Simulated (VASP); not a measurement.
# SrO (I-4m2) in VASP: settings compared

The runs below take SrO through single point, with PBE, r2SCAN.

Everything below comes from runs of VASP 6.6.1. Logs are shortened: lines on timing, memory, paths and dates and some standing lists are left out, and cuts for length are marked.

## (1) The cell of the first run

Symmetry: I-4m2, No. 119, tetragonal system. The conventional cell has a = 4.030 Å, b = 4.030 Å, c = 5.585 Å, α = 90.00°, β = 90.00°, γ = 90.00°. Within 3.2 Å of Sr (site symmetry -4m2) lie 4 O at 2.45 Å. O (site symmetry -4m2) has 4 Sr at 2.45 Å within 3.2 Å.

## (2) Single point, PBE (biaxial xy strain +2.1%)

The input, INCAR:

```
SYSTEM = SrO
  ALGO = Normal
  EDIFF = 1E-6
  ENCUT = 520
  GGA = PE
  ISIF = 2
  ISMEAR = -1
  LASPH = .True.
  LCHARG = .True.
  LELF = .True.
  LREAL = .False.
  LVHAR = .True.
  LWAVE = .False.
  NBANDS = 15
  NELM = 80
  PREC = Accurate
  SIGMA = 0.02
```

The input, KPOINTS:

```
k-points
0
Gamma
  8 8 8
  0 0 0
```

The input, POSCAR:

```
SrO
1.0
    0.0000000000      2.8498014893      2.7922805108
    2.8498014893      0.0000000000      2.7922805108
    2.8498014893      2.8498014893      0.0000000000
Sr O
1 1
Direct
    0.0000000000      0.0000000000      0.0000000000
    0.2500000000      0.2500000000      0.2500000000
```

Potentials or basis: VASP PAW PBE potentials, release 64 (Sr_sv, O).

Started as:

```console
$ cat potpaw_PBE.64/Sr_sv/POTCAR potpaw_PBE.64/O/POTCAR > POTCAR
$ mpirun -np 1 vasp_std > vasp.out
```

OUTCAR:

```text
SYSTEM = SrO
   EDIFF = 1E-6
   ENCUT = 520
   GGA = PE
   ISIF = 2
   ISMEAR = -1
   LASPH = .True.
   LREAL = .False.
   NELM = 80
   PREC = Accurate

 ion  position               nearest neighbor table
   1  0.000  0.000  0.000-   2 2.45   2 2.45   2 2.45   2 2.45
   2  0.250  0.250  0.250-   1 2.45   1 2.45   1 2.45   1 2.45

  LATTYP: Found a body centered tetragonal cell.
 ALAT       =     4.0302279162
 C/A-ratio  =     1.3856687854

  Lattice vectors:

 A1 = (   0.0000000000,  -2.8498014893,  -2.7922805108)
 A2 = (   0.0000000000,   2.8498014893,  -2.7922805108)
 A3 = (   2.8498014893,   0.0000000000,   2.7922805108)

Analysis of symmetry for initial positions (statically):
=====================================================================
 Subroutine PRICEL returns:
 Original cell was already a primitive cell.

 Routine SETGRP: Setting up the symmetry group for a
 body centered tetragonal supercell.

 Subroutine GETGRP returns: Found  8 space group operations
 (whereof  8 operations were pure point group operations)
 out of a pool of 16 trial point group operations.

The static configuration has the point symmetry D_2d.

Analysis of symmetry for dynamics (positions and initial velocities):
=====================================================================
 Subroutine PRICEL returns:
 Original cell was already a primitive cell.

 Routine SETGRP: Setting up the symmetry group for a
 body centered tetragonal supercell.

 Subroutine GETGRP returns: Found  8 space group operations
 (whereof  8 operations were pure point group operations)
 out of a pool of 16 trial point group operations.

The dynamic configuration has the point symmetry D_2d.

 Subroutine INISYM returns: Found  8 space group operations
 (whereof  8 operations are pure point group operations),
 and found     1 'primitive' translations

----------------------------------------------------------------------------------------

                                     Primitive cell

  volume of cell :      45.3543

  direct lattice vectors                    reciprocal lattice vectors
     0.000000000  2.849801489  2.792280511    -0.175450817  0.175450817  0.179065104
     2.849801489  0.000000000  2.792280511     0.175450817 -0.175450817  0.179065104
     2.849801489  2.849801489  0.000000000     0.175450817  0.175450817 -0.179065104

  length of vectors
     3.989761770  3.989761770  4.030227916     0.305990670  0.305990670  0.305990670

  position of ions in fractional coordinates (direct lattice)
     0.000000000  0.000000000  0.000000000
     0.250000000  0.250000000  0.250000000

  ion indices of the primitive-cell ions
   primitive index   ion index
                 1           1
                 2           2

----------------------------------------------------------------------------------------

 KPOINTS: k-points

Automatic generation of k-mesh.
 Grid dimensions read from file:
 generate k-points for:    8    8    8

 Generating k-lattice:

  Cartesian coordinates                     Fractional coordinates (reciprocal lattice)
    -0.021931352  0.021931352  0.022383138     0.125000000  0.000000000  0.000000000
     0.021931352 -0.021931352  0.022383138     0.000000000  0.125000000  0.000000000
     0.021931352  0.021931352 -0.022383138     0.000000000  0.000000000  0.125000000

  Length of vectors
     0.038248834  0.038248834  0.038248834

  Shift w.r.t. Gamma in fractional coordinates (k-lattice)
     0.000000000  0.000000000  0.000000000

 Subroutine IBZKPT returns following result:
 ===========================================

 Found     59 irreducible k-points:

 Following reciprocal coordinates:
            Coordinates               Weight
  0.000000  0.000000  0.000000      1.000000
  0.125000  0.000000  0.000000      8.000000
  0.250000  0.000000  0.000000      8.000000
  0.375000 -0.000000  0.000000      8.000000
  0.500000  0.000000  0.000000      4.000000
  0.125000  0.125000  0.000000      2.000000
[... 16 lines left out ...]
  0.250000  0.000000  0.125000     16.000000
  0.375000  0.000000  0.125000     16.000000
 [... further k-points ...]
   k-points           NKPTS =     59   k-points in BZ     NKDIM =     59   number of bands    NBANDS=     15
   number of dos      NEDOS =    301   number of ions     NIONS =      2
   total plane-waves  NPLWV =  27000
   dimension x,y,z NGX =    30 NGY =   30 NGZ =   30
   dimension x,y,z NGXF=    60 NGYF=   60 NGZF=   60
   ions per type =               1   1
   NGX,Y,Z   is equivalent  to a cutoff of  12.50, 12.50, 12.37 a.u.
   NGXF,Y,Z  is equivalent  to a cutoff of  25.00, 25.00, 24.75 a.u.
 SYSTEM =  SrO
   PREC   = accura    normal or accurate (medium, high low for compatibility)
   ISTART =      0    job   : 0-new  1-cont  2-samecut
   ICHARG =      2    charge: 1-file 2-atom 10-const
   ISPIN  =      1    spin polarized calculation?
   LNONCOLLINEAR =      F non collinear calculations
   LSORBIT =      F    spin-orbit coupling
   LASPH  =      T    aspherical Exc in radial PAW
   ENCUT  =  520.0 eV  38.22 Ry    6.18 a.u.   7.42  7.42  7.49*2*pi/ulx,y,z
   NELM   =     80;   NELMIN=  2; NELMDL= -5     # of ELM steps
   EDIFF  = 0.1E-05   stopping-criterion for ELM
   LREAL  =      F    real-space projection
   EDIFFG = 0.1E-04   stopping-criterion for IOM
   NSW    =      0    number of steps for IOM
   IBRION =     -1    ionic relax: 0-MD 1-quasi-New 2-CG
   NFREE  =      0    steps in history (QN), initial steepest desc. (CG)
   ISIF   =      2    stress and relaxation
   ISYM   =      2    0-nonsym 1-usesym 2-fastsym
   POTIM  = 0.5000    time-step for ionic-motion
   TEBEG  =    0.0;   TEEND  =   0.0 temperature during run
   PSTRESS=    0.0 pullay stress
   NELECT =      16.0000    total number of electrons
   NUPDOWN=      -1.0000    fix difference up-down
   EMIN   =  10.00;   EMAX   =-10.00  energy-range for DOS
   EFERMI =   0.00;   METHOD = LEGACY
   ISMEAR =    -1;   SIGMA  =   0.02  broadening in eV -4-tet -1-fermi 0-gaus
   EFERMI_NEDOS =   21; number of points for ismear=-14 and -15
   IALGO  =     38    algorithm
   IMIX   =      4    mixing-type and parameters
     AMIX     =   0.40;   BMIX     =  1.00
     AMIX_MAG =   1.60;   BMIX_MAG =  1.00
  volume/ion in A,a.u.               =      22.68       153.03
  Fermi-wavevector in a.u.,A,eV,Ry     =   1.156757  2.185953 18.205770  1.338086
  Thomas-Fermi vector in A             =   2.293374
   LORBIT       =      0    0 simple, 1 ext, 2 COOP (PROOUT), +10 PAW based schemes
   GGA     = PE    functional components
[... 5 lines left out ...]
 non-spin polarized calculation
  energy-cutoff  :      520.00
  volume of cell :       45.35
 maximum number of plane-waves:      1243
 NGX is ok and might be reduce to    30
   NGX = 15   NGY = 15   NGZ = 15

 number of electron      16.0000006 magnetization

 Free energy of the ion-electron system (eV)
  ---------------------------------------------------
  ext. energy  EPLUGINS =         0.00000000
  ---------------------------------------------------
  free energy    TOTEN  =       -11.76334679 eV

  energy without entropy =      -11.76334679  energy(sigma->0) =      -11.76334679

 E-fermi :   0.6220     XC(G=0):  -8.4569

 val. band max:        0.1435610686   @ k =  -0.2500   0.2500   0.5000
 cond. band min:       2.5457906031   @ k =   0.0000   0.0000   0.0000
 fundamental gap:      2.4022295345
 Fermi energy:         0.6220493014

 k-point     1 :       0.0000    0.0000    0.0000
  band No.  band energies     occupation
      1     -32.2322      2.00000
      2     -14.5872      2.00000
      3     -14.1372      2.00000
      4     -14.1308      2.00000
      5     -14.1308      2.00000
      6      -0.6389      2.00000
      7      -0.6389      2.00000
      8      -0.6268      2.00000
      9       2.5458      0.00000
     10       7.9120      0.00000
     11       8.1144      0.00000
     12       9.1928      0.00000
     13       9.1928      0.00000
     14       9.4180      0.00000
     15      14.8215      0.00000

 k-point     2 :       0.1250    0.0000    0.0000
  band No.  band energies     occupation
      1     -32.2249      2.00000
      2     -14.9629      2.00000
      3     -14.1454      2.00000
      4     -14.1428      2.00000
      5     -13.7850      2.00000
      6      -0.7424      2.00000
      7      -0.5923      2.00000
      8      -0.5809      2.00000
      9       3.0458      0.00000
     10       7.6353      0.00000
     11       7.8008      0.00000
     12       8.9377      0.00000
     13       9.5410      0.00000
     14       9.6880      0.00000
     15      13.4420      0.00000

 k-point     3 :       0.2500    0.0000    0.0000
  band No.  band energies     occupation
      1     -32.2075      2.00000
      2     -15.4268      2.00000
      3     -14.1716      2.00000
      4     -14.1699      2.00000
      5     -13.3946      2.00000
      6      -0.8063      2.00000
      7      -0.4880      2.00000
      8      -0.4689      2.00000
      9       4.0900      0.00000
     10       7.3836      0.00000
     11       7.4981      0.00000
     12       8.2731      0.00000
     13       9.9109      0.00000
     14       9.9826      0.00000
     15      12.0142      0.00000
[... 343 lines left out ...]
 k-point    23 :       0.2500    0.0000    0.1250
  band No.  band energies     occupation
      1     -32.2088      2.00000
      2     -15.3913      2.00000
      3     -14.1993      2.00000
      4     -14.1890      2.00000
      5     -13.3693      2.00000
      6      -0.9259      2.00000
      7      -0.4496      2.00000
      8      -0.4047      2.00000
      9       4.0457      0.00000
     10       6.4756      0.00000
     11       8.1509      0.00000
     12       8.8872      0.00000
     13       9.7444      0.00000
     14       9.9336      0.00000
     15      12.7188      0.00000

 k-point    24 :       0.3750    0.0000    0.1250
  band No.  band energies     occupation
      1     -32.1912      2.00000
      2     -15.7076      2.00000
      3     -14.2483      2.00000
      4     -14.2171      2.00000
      5     -13.1079      2.00000
      6      -0.8097      2.00000
      7      -0.3723      2.00000
      8      -0.3028      2.00000
      9       4.8774      0.00000
     10       6.3596      0.00000
     11       8.0007      0.00000
     12       8.3355      0.00000
     13       9.8558      0.00000
     14      10.1595      0.00000
     15      11.8342      0.00000

 [... further k-points ...]
[... 5 lines left out ...]
  --------------------------------------------------------------------------------------
  -------------------------------------------------------------------------------------
  Total       -0.3306843     -0.3306843     -0.2561371      0.0000000      0.0000000      0.0000000
  in kB      -11.6816972    -11.6816972     -9.0482555      0.0000000      0.0000000      0.0000000
  external PRESSURE =     -10.8038833 kB  Pullay stress =       0.0000000 kB

 VOLUME and BASIS-vectors are now :
 -----------------------------------------------------------------------------
  energy-cutoff  :      520.00
  volume of cell :       45.35
      direct lattice vectors                 reciprocal lattice vectors
     0.000000000  2.849801489  2.792280511    -0.175450817  0.175450817  0.179065104
     2.849801489  0.000000000  2.792280511     0.175450817 -0.175450817  0.179065104
     2.849801489  2.849801489  0.000000000     0.175450817  0.175450817 -0.179065104

 POSITION                                       TOTAL-FORCE (eV/Angst)
 -----------------------------------------------------------------------------------
      0.00000      0.00000      0.00000        -0.000000     -0.000000      0.000000
      1.42490      1.42490      1.39614         0.000000      0.000000     -0.000000
 -----------------------------------------------------------------------------------
    total drift:                               -0.000000     -0.000000      0.000000

  FREE ENERGIE OF THE ION-ELECTRON SYSTEM (eV)
  ---------------------------------------------------
  free  energy   TOTEN  =       -11.7633467917 eV

  energy  without entropy=      -11.7633467917  energy(sigma->0) =      -11.76334679
```

It took 46 s on 1 thread of AMD EPYC 7R43 (Zen 3), shared host; peak memory 0.15 GiB.

Results:

```
Free energy            : -11.7633 eV
Pressure               : -1.1 GPa
Band gap on the k mesh : 2.40 eV, indirect (least direct gap 3.17 eV)
```

Stress tensor (GPa, compression positive):
```
-1.17  0.00  0.00
 0.00 -1.17  0.00
 0.00  0.00 -0.90
```

Levels at points of the mesh, in eV from the valence-band top:
```
           k point  band 6  band 7  band 8  band 9  band 10  band 11
(0.00, 0.00, 0.00)   -0.78   -0.78   -0.77    2.40     7.77     7.97
(0.50, 0.00, 0.00)   -0.73   -0.51   -0.48    5.15     6.93     7.40
(0.50, 0.50, 0.00)   -1.34   -0.03   -0.03    4.52     5.66     9.37
(0.50, 0.00, 0.50)   -1.35   -0.03   -0.01    4.45     5.61     9.38
```

Caveat: the cell differs from its parent crystal (biaxial xy strain +2.1%). A k mesh can miss the band edges.

## (3) Single point, r2SCAN (biaxial xy strain +2.1%)

POSCAR is that of step 2.

The input, INCAR.step1:

```
SYSTEM = SrO
PREC = Accurate
ENCUT = 520
ISMEAR = 0
SIGMA = 0.01
LREAL = .FALSE.
LASPH = .TRUE.
NELM = 80
NBANDS = 15
GGA = PE
ALGO = Normal
EDIFF = 1E-4
LWAVE = .TRUE.
LCHARG = .FALSE.
```

The input, INCAR.step2:

```
SYSTEM = SrO
PREC = Accurate
ENCUT = 520
EDIFF = 1E-6
ISMEAR = 0
SIGMA = 0.01
LREAL = .FALSE.
LASPH = .TRUE.
NELM = 80
ALGO = Normal
ISIF = 2
LWAVE = .FALSE.
LCHARG = .FALSE.
METAGGA = R2SCAN
LMIXTAU = .TRUE.
NBANDS = 15
ISTART = 1
```

The input, KPOINTS:

```
Automatic mesh
0
G
  8 8 8
  0 0 0
```

Potentials or basis: VASP PAW PBE potentials, release 64 (Sr_sv, O).

Started as:

```console
$ cat potpaw_PBE.64/Sr_sv/POTCAR potpaw_PBE.64/O/POTCAR > POTCAR
$ cp INCAR.step1 INCAR
$ mpirun -np 1 vasp_std > vasp.out
$ cp INCAR.step2 INCAR
$ mpirun -np 1 vasp_std > vasp.out
```

Run time: 3.4 min. Hardware: 1 thread of AMD EPYC 7R43 (Zen 3), shared host; peak memory 0.16 GiB.

It converged, with:

```yaml
Free_energy: -26.6227 eV
Pressure: -2.1 GPa
Band_gap_on_the_k_mesh: 2.78 eV, indirect (least direct gap 3.55 eV)
```

Stress tensor (GPa, compression positive):
```
-2.18  0.00  0.00
 0.00 -2.18  0.00
 0.00  0.00 -1.93
```

Levels at points of the mesh, in eV from the valence-band top:
| k point | band 6 | band 7 | band 8 | band 9 | band 10 | band 11 |
| --- | --- | --- | --- | --- | --- | --- |
| (0.00, 0.00, 0.00) | -0.78 | -0.78 | -0.77 | 2.78 | 8.40 | 8.61 |
| (0.50, 0.00, 0.00) | -0.71 | -0.50 | -0.47 | 5.51 | 7.42 | 7.98 |
| (0.50, 0.50, 0.00) | -1.32 | -0.03 | -0.03 | 4.85 | 6.13 | 10.04 |
| (0.50, 0.00, 0.50) | -1.33 | -0.03 | -0.01 | 4.79 | 6.09 | 10.05 |

Caveat: the cell differs from its parent crystal (biaxial xy strain +2.1%); the PAW data sets were made with another functional, which shifts forces and pressure a little.
